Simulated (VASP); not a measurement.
# MgSi6C6 (P1) in VASP: single point with PBE

Aim: the single point of MgSi6C6 with PBE.

Everything below comes from runs of VASP 6.6.1. Logs are shortened: lines on timing, memory, paths and dates and some standing lists are left out, and cuts for length are marked.

## Step 1: The cell of the first run

The typed cell holds 13 atoms: a = 5.056 Å, b = 5.056 Å, c = 7.697 Å, α = 90.00°, β = 90.00°, γ = 108.16°.

The cell was built from a structure type or drawn by symmetry, and may not be a known phase.

## Step 2: Single point, PBE, collinear spin

The input, INCAR:

```
SYSTEM = MgSi6C6
ALGO     = Normal         ! electronic algorithm
EDIFF    = 1E-6           ! SCF threshold, eV
ENCUT    = 520            ! plane-wave cutoff, eV
GGA      = PE             ! functional
ISIF     = 2              ! what is computed and relaxed
ISMEAR   = 0              ! smearing method
ISPIN    = 2              ! spin polarisation
LASPH    = .True.         ! aspherical terms in the spheres
LCHARG   = .False.        ! write CHGCAR
LORBIT   = 11             ! projections on sites
LREAL    = .False.        ! projectors in reciprocal space
LWAVE    = .False.        ! write WAVECAR
MAGMOM   = 0 0 0 0 0 0 0 1 1 1 1 1 1 ! initial moments
NBANDS   = 41             ! bands
NELM     = 150            ! most SCF steps
PREC     = Accurate       ! precision mode
SIGMA    = 0.1            ! smearing width, eV
```

The input, KPOINTS:

```
k-points
0
Gamma
  4 4 2
  0 0 0
```

The input, POSCAR:

```
MgSi6C6
1.0
    5.0561646300      0.0000000000      0.0000000000
   -1.5755975000      4.8044035300      0.0000000000
    0.0000000000      0.0000000000      7.6968690300
Mg Si C
1 6 6
Direct
    0.3333000000      0.3333000000      0.7500000000
    0.6572285500      0.0820119700      0.5533415500
    0.6572285500      0.0820119700      0.9466584500
    0.3427714500      0.9179880300      0.4466584500
    0.9179880300      0.3427714500      0.0533415500
    0.7330228100      0.9469049000      0.7500000000
    0.2669771900      0.0530951000      0.2500000000
    0.3427714500      0.9179880300      0.0533415500
    0.9179880300      0.3427714500      0.4466584500
    0.0820119700      0.6572285500      0.9466584500
    0.0820119700      0.6572285500      0.5533415500
    0.9469049000      0.7330228100      0.7500000000
    0.0530951000      0.2669771900      0.2500000000
```

Potentials or basis: VASP PAW PBE potentials, release 64 (Mg, Si, C).

The run is started by

```bash
> cat potpaw_PBE.64/Mg/POTCAR potpaw_PBE.64/Si/POTCAR potpaw_PBE.64/C/POTCAR > POTCAR
> mpirun -np 1 vasp_std > vasp.out
```

OUTCAR:

```text
SYSTEM = MgSi6C6
   EDIFF = 1E-6
   ENCUT = 520
   GGA = PE
   ISIF = 2
   ISMEAR = 0
   ISPIN = 2
   LASPH = .True.
   LORBIT = 11
   LREAL = .False.
   NELM = 150
   PREC = Accurate

 ion  position               nearest neighbor table
   1  0.333  0.333  0.750-  10 2.81  11 2.81   2 2.81   3 2.81   6 3.06   6 3.13   4 3.15   5 3.15
                             6 3.22
   2  0.657  0.082  0.553-   9 1.75   6 1.75   4 1.75   1 2.81   3 3.03   7 3.03
   3  0.657  0.082  0.947-   5 1.75   6 1.75   8 1.75   1 2.81   2 3.03   7 3.03
   4  0.343  0.918  0.447-  11 1.75   7 1.75   2 1.75   6 3.03   1 3.15
   5  0.918  0.343  0.053-   3 1.75  13 1.75  10 1.75   7 3.03   6 3.03   1 3.15
   6  0.733  0.947  0.750-  12 1.75   3 1.75   2 1.75   5 3.03   4 3.03   1 3.06   1 3.13   1 3.22

   7  0.267  0.053  0.250-  13 1.75   8 1.75   4 1.75   5 3.03   2 3.03   3 3.03
   8  0.343  0.918  0.053-  10 1.75   7 1.75   3 1.75
   9  0.918  0.343  0.447-   2 1.75  13 1.75  11 1.75
  10  0.082  0.657  0.947-   8 1.75  12 1.75   5 1.75   1 2.81
  11  0.082  0.657  0.553-   4 1.75  12 1.75   9 1.75   1 2.81
  12  0.947  0.733  0.750-   6 1.75  10 1.75  11 1.75
  13  0.053  0.267  0.250-   7 1.75   5 1.75   9 1.75

  LATTYP: Found a base centered orthorhombic cell.
 ALAT       =     5.9326756886
 B/A-ratio  =     1.3803507736
 C/A-ratio  =     1.2973689165

  Lattice vectors:

 A1 = (   5.0561646300,   0.0000000000,   0.0000000000)
 A2 = (  -1.5755975000,   4.8044035300,   0.0000000000)
 A3 = (   0.0000000000,   0.0000000000,   7.6968690300)

Analysis of symmetry for initial positions (statically):
=====================================================================
 Subroutine PRICEL returns:
 Original cell was already a primitive cell.

 Routine SETGRP: Setting up the symmetry group for a
 base centered orthorhombic supercell.

 Subroutine GETGRP returns: Found  1 space group operations
 (whereof  1 operations were pure point group operations)
 out of a pool of  8 trial point group operations.

The static configuration has the point symmetry C_1 .

Analysis of symmetry for dynamics (positions and initial velocities):
=====================================================================
 Subroutine PRICEL returns:
 Original cell was already a primitive cell.

 Routine SETGRP: Setting up the symmetry group for a
 base centered orthorhombic supercell.

 Subroutine GETGRP returns: Found  1 space group operations
 (whereof  1 operations were pure point group operations)
 out of a pool of  8 trial point group operations.

The dynamic configuration has the point symmetry C_1 .

Analysis of structural, dynamic, and magnetic symmetry:
=====================================================================
 Subroutine PRICEL returns:
 Original cell was already a primitive cell.

 Routine SETGRP: Setting up the symmetry group for a
 base centered orthorhombic supercell.

 Subroutine GETGRP returns: Found  1 space group operations
 (whereof  1 operations were pure point group operations)
 out of a pool of  8 trial point group operations.

The overall configuration has the point symmetry C_1 .

 Subroutine INISYM returns: Found  1 space group operations
 (whereof  1 operations are pure point group operations),
 and found     1 'primitive' translations

----------------------------------------------------------------------------------------

                                     Primitive cell

  volume of cell :     186.9712

  direct lattice vectors                    reciprocal lattice vectors
     5.056164630  0.000000000  0.000000000     0.197778370  0.064861143  0.000000000
    -1.575597500  4.804403530  0.000000000     0.000000000  0.208142383  0.000000000
     0.000000000  0.000000000  7.696869030     0.000000000  0.000000000  0.129922959

  length of vectors
     5.056164630  5.056164630  7.696869030     0.208142383  0.208142383  0.129922959

  position of ions in fractional coordinates (direct lattice)
     0.333300000  0.333300000  0.750000000
     0.657228550  0.082011970  0.553341550
     0.657228550  0.082011970  0.946658450
     0.342771450  0.917988030  0.446658450
     0.917988030  0.342771450  0.053341550
     0.733022810  0.946904900  0.750000000
     0.266977190  0.053095100  0.250000000
     0.342771450  0.917988030  0.053341550
     0.917988030  0.342771450  0.446658450
[... 69 lines left out ...]
   k-points           NKPTS =     20   k-points in BZ     NKDIM =     20   number of bands    NBANDS=     41
   number of dos      NEDOS =    301   number of ions     NIONS =     13
   total plane-waves  NPLWV =  96000
   dimension x,y,z NGX =    40 NGY =   40 NGZ =   60
   dimension x,y,z NGXF=    80 NGYF=   80 NGZF=  120
   ions per type =               1   6   6
   NGX,Y,Z   is equivalent  to a cutoff of  13.15, 13.15, 12.96 a.u.
   NGXF,Y,Z  is equivalent  to a cutoff of  26.30, 26.30, 25.92 a.u.
 SYSTEM =  MgSi6C6
   PREC   = accura    normal or accurate (medium, high low for compatibility)
   ISTART =      0    job   : 0-new  1-cont  2-samecut
   ICHARG =      2    charge: 1-file 2-atom 10-const
   ISPIN  =      2    spin polarized calculation?
   LNONCOLLINEAR =      F non collinear calculations
   LSORBIT =      F    spin-orbit coupling
   LASPH  =      T    aspherical Exc in radial PAW
   ENCUT  =  520.0 eV  38.22 Ry    6.18 a.u.   9.40  9.40 14.31*2*pi/ulx,y,z
   NELM   =    150;   NELMIN=  2; NELMDL= -5     # of ELM steps
   EDIFF  = 0.1E-05   stopping-criterion for ELM
   LREAL  =      F    real-space projection
   EDIFFG = 0.1E-04   stopping-criterion for IOM
   NSW    =      0    number of steps for IOM
   IBRION =     -1    ionic relax: 0-MD 1-quasi-New 2-CG
   NFREE  =      0    steps in history (QN), initial steepest desc. (CG)
   ISIF   =      2    stress and relaxation
   ISYM   =      2    0-nonsym 1-usesym 2-fastsym
   POTIM  = 0.5000    time-step for ionic-motion
   TEBEG  =    0.0;   TEEND  =   0.0 temperature during run
   PSTRESS=    0.0 pullay stress
   NELECT =      50.0000    total number of electrons
   NUPDOWN=      -1.0000    fix difference up-down
   EMIN   =  10.00;   EMAX   =-10.00  energy-range for DOS
   EFERMI =   0.00;   METHOD = LEGACY
   ISMEAR =     0;   SIGMA  =   0.10  broadening in eV -4-tet -1-fermi 0-gaus
   EFERMI_NEDOS =   21; number of points for ismear=-14 and -15
   IALGO  =     38    algorithm
   IMIX   =      4    mixing-type and parameters
     AMIX     =   0.40;   BMIX     =  1.00
     AMIX_MAG =   1.60;   BMIX_MAG =  1.00
  volume/ion in A,a.u.               =      14.38        97.06
  Fermi-wavevector in a.u.,A,eV,Ry     =   1.054727  1.993144 15.135777  1.112448
  Thomas-Fermi vector in A             =   2.189898
   LORBIT       =     11    0 simple, 1 ext, 2 COOP (PROOUT), +10 PAW based schemes
   GGA     = PE    functional components
   LHFCALC =     F    Hartree Fock is set to
   AEXX    =    0.0000 exact exchange contribution
   IVDW    =     0    specifies the selected vdW correction
   LEPSILON=     F    determine dielectric tensor
   LRPA    =     F    only Hartree local field effects (RPA)
 spin polarized calculation
 Gauss-broadening in eV      SIGMA  =   0.10
  energy-cutoff  :      520.00
  volume of cell :      186.97
 maximum number of plane-waves:      5061
 NGX is ok and might be reduce to    40
   NGX = 19   NGY = 19   NGZ = 29

 number of electron      50.0000002 magnetization       0.0005658

 number of electron      50.0000002 magnetization      -0.0000390

 Free energy of the ion-electron system (eV)
  ---------------------------------------------------
  ext. energy  EPLUGINS =         0.00000000
  ---------------------------------------------------
  free energy    TOTEN  =       -58.28378484 eV

  energy without entropy =      -58.26575470  energy(sigma->0) =      -58.27476977

 E-fermi :   5.3298     XC(G=0):  -9.5596

 val. band max:        5.3151666315   @ k =   0.0000   0.0000   0.0000
 cond. band min:       5.3360363332   @ k =   0.2500   0.2500   0.0000
 fundamental gap:      0.0208697017
 Fermi energy:         5.3297681713

 spin component 1

 k-point     1 :       0.0000    0.0000    0.0000
  band No.  band energies     occupation
      1      -9.8878      1.00000
      2      -8.3483      1.00000
      3      -7.8827      1.00000
      4      -6.2603      1.00000
      5      -6.1180      1.00000
      6      -5.0749      1.00000
[... 789 lines left out ...]
     36      10.5324      0.00000
     37      10.6639      0.00000
 Fermi energy:         5.3297681713

 spin component 2

 k-point     1 :       0.0000    0.0000    0.0000
  band No.  band energies     occupation
      1      -9.8878      1.00000
      2      -8.3483      1.00000
      3      -7.8827      1.00000
      4      -6.2603      1.00000
      5      -6.1180      1.00000
      6      -5.0749      1.00000
[... 789 lines left out ...]
     36      10.5324      0.00000
     37      10.6639      0.00000
 [bands above 37 left out]

------------------------ aborting loop because EDIFF is reached ----------------------------------------

  FORCE on cell =-STRESS in cart. coord.  units (eV):
  Direction    XX          YY          ZZ          XY          YZ          ZX
  --------------------------------------------------------------------------------------
  -------------------------------------------------------------------------------------
  Total       39.8997990     32.7860546     74.8116638     10.4102993     -5.8260066     25.0204978
  in kB      341.9058333    280.9473631    641.0695008     89.2070171    -49.9237008    214.4034399
  external PRESSURE =     421.3075657 kB  Pullay stress =       0.0000000 kB

 VOLUME and BASIS-vectors are now :
 -----------------------------------------------------------------------------
  energy-cutoff  :      520.00
  volume of cell :      186.97
      direct lattice vectors                 reciprocal lattice vectors
     5.056164630  0.000000000  0.000000000     0.197778370  0.064861143  0.000000000
    -1.575597500  4.804403530  0.000000000     0.000000000  0.208142383  0.000000000
     0.000000000  0.000000000  7.696869030     0.000000000  0.000000000  0.129922959

 POSITION                                       TOTAL-FORCE (eV/Angst)
 -----------------------------------------------------------------------------------
      1.16007      1.60131      5.77265        -0.669662      0.425158     -0.035047
      3.19384      0.39402      4.25900         5.743667     12.590597     -6.643827
      3.19384      0.39402      7.28631       -14.297789     -5.922789      6.395788
      0.28673      4.41038      3.43787        -5.701461    -12.521536      6.703293
      4.10143      1.64681      0.41056         8.315936     12.551066      7.298284
      2.21434      4.54931      5.77265        11.077213    -12.064320      0.296901
      1.26622      0.25509      1.92422        -6.543164      6.487726    -13.830690
      0.28673      4.41038      0.41056        -2.820761     -3.232068     -2.966448
      4.10143      1.64681      3.43787         3.897697      5.171953     -1.597816
     -0.62086      3.15759      7.28631         0.862062      3.491039     -1.860408
     -0.62086      3.15759      4.25900        -3.150101     -5.619668      1.807185
      3.63276      3.52174      5.77265         4.782185     -2.566378     -0.224912
     -0.15219      1.28267      1.92422        -1.495822      1.209221      4.657698
 -----------------------------------------------------------------------------------
    total drift:                               -0.000201     -0.000231      0.000055

  FREE ENERGIE OF THE ION-ELECTRON SYSTEM (eV)
  ---------------------------------------------------
  free  energy   TOTEN  =       -58.2837848368 eV

  energy  without entropy=      -58.2657547047  energy(sigma->0) =      -58.27476977

 total charge

# of ion       s       p       d       tot
------------------------------------------
    1        0.163   0.092   0.019   0.273
    2        0.881   1.408   0.000   2.289
    3        0.879   1.430   0.000   2.309
    4        0.881   1.414   0.000   2.296
    5        0.829   1.205   0.000   2.034
    6        0.890   1.407   0.000   2.297
    7        0.833   1.203   0.000   2.035
    8        0.874   1.560   0.000   2.434
    9        0.862   1.413   0.000   2.275
   10        0.854   1.435   0.000   2.289
   11        0.856   1.436   0.000   2.291
   12        0.863   1.422   0.000   2.285
   13        0.867   1.570   0.000   2.438
--------------------------------------------------
tot         10.532  16.995   0.019  27.546

 magnetization (x)

# of ion       s       p       d       tot
------------------------------------------
    1       -0.000  -0.000   0.000  -0.000
    2       -0.000   0.000   0.000   0.000
    3       -0.000  -0.000   0.000  -0.000
    4        0.000   0.000   0.000   0.000
    5       -0.000  -0.000   0.000  -0.000
    6       -0.000  -0.000   0.000  -0.000
    7       -0.000  -0.000   0.000  -0.000
    8       -0.000   0.000   0.000   0.000
    9       -0.000   0.000   0.000   0.000
   10       -0.000  -0.000   0.000  -0.000
   11       -0.000  -0.000   0.000  -0.000
   12        0.000   0.000   0.000   0.000
   13       -0.000   0.000   0.000  -0.000
--------------------------------------------------
tot         -0.000   0.000   0.000  -0.000
```

Run time: 9.9 min. Hardware: 1 thread of Intel Xeon 8259CL, shared host; peak memory 0.5 GiB.

What came out:

```
Free energy                                           : -58.2838 eV
Pressure                                              : 42.1 GPa
Largest force                                         : 16.746 eV/Å
Band gap on the k mesh                                : zero (filled and empty bands overlap)
Net moment                                            : 0.00 μB per cell
Valence electrons inside the program's atomic spheres : Mg 0.27; Si 2.29, 2.31, 2.30, 2.03, 2.04 (each value once); C 2.43, 2.27, 2.29, 2.44 (each value once)
```

Forces on the atoms (eV/Å):
```
Mg   -0.670   0.425  -0.035
Si    5.744  12.591  -6.644
Si  -14.298  -5.923   6.396
Si   -5.701 -12.522   6.703
Si    8.316  12.551   7.298
Si   11.077 -12.064   0.297
Si   -6.543   6.488 -13.831
C    -2.821  -3.232  -2.966
C     3.898   5.172  -1.598
C     0.862   3.491  -1.860
C    -3.150  -5.620   1.807
C     4.782  -2.566  -0.225
C    -1.496   1.209   4.658
```

Levels at points of the mesh, in eV from the Fermi level:
Spin up:
```tsv
k point	band 23	band 24	band 25	band 26	band 27	band 28
(0.00, 0.00, 0.00)	-1.69	-1.19	-0.93	-0.16	-0.01	1.03
(0.50, 0.00, 0.00)	-1.45	-1.24	-0.21	0.41	0.70	1.27
(0.00, 0.50, 0.00)	-1.84	-0.86	-0.57	0.64	0.78	1.30
(0.50, 0.50, 0.00)	-1.66	-0.79	-0.42	0.45	0.68	1.13
(0.00, 0.00, 0.50)	-1.53	-0.98	-0.48	-0.20	0.03	0.50
(0.50, 0.00, 0.50)	-1.28	-0.96	-0.13	0.43	0.90	1.20
(0.00, 0.50, 0.50)	-1.58	-1.01	0.01	0.64	0.82	0.87
(0.50, 0.50, 0.50)	-1.40	-1.19	0.50	0.66	0.94	1.39
```
Spin down:
| k point | band 23 | band 24 | band 25 | band 26 | band 27 | band 28 |
| --- | --- | --- | --- | --- | --- | --- |
| (0.00, 0.00, 0.00) | -1.69 | -1.19 | -0.93 | -0.16 | -0.01 | 1.03 |
| (0.50, 0.00, 0.00) | -1.45 | -1.24 | -0.21 | 0.41 | 0.70 | 1.27 |
| (0.00, 0.50, 0.00) | -1.84 | -0.86 | -0.57 | 0.64 | 0.78 | 1.30 |
| (0.50, 0.50, 0.00) | -1.66 | -0.79 | -0.42 | 0.45 | 0.68 | 1.13 |
| (0.00, 0.00, 0.50) | -1.53 | -0.98 | -0.48 | -0.20 | 0.03 | 0.50 |
| (0.50, 0.00, 0.50) | -1.28 | -0.96 | -0.13 | 0.43 | 0.90 | 1.20 |
| (0.00, 0.50, 0.50) | -1.58 | -1.01 | 0.01 | 0.64 | 0.82 | 0.87 |
| (0.50, 0.50, 0.50) | -1.40 | -1.19 | 0.50 | 0.66 | 0.94 | 1.39 |

Caveat: the k points lie up to 0.41 Å⁻¹ apart, too coarse for converged energies and pressures of a metal; forces of over 1 eV/Å act on the atoms, so gaps and moduli don't describe the material at rest.
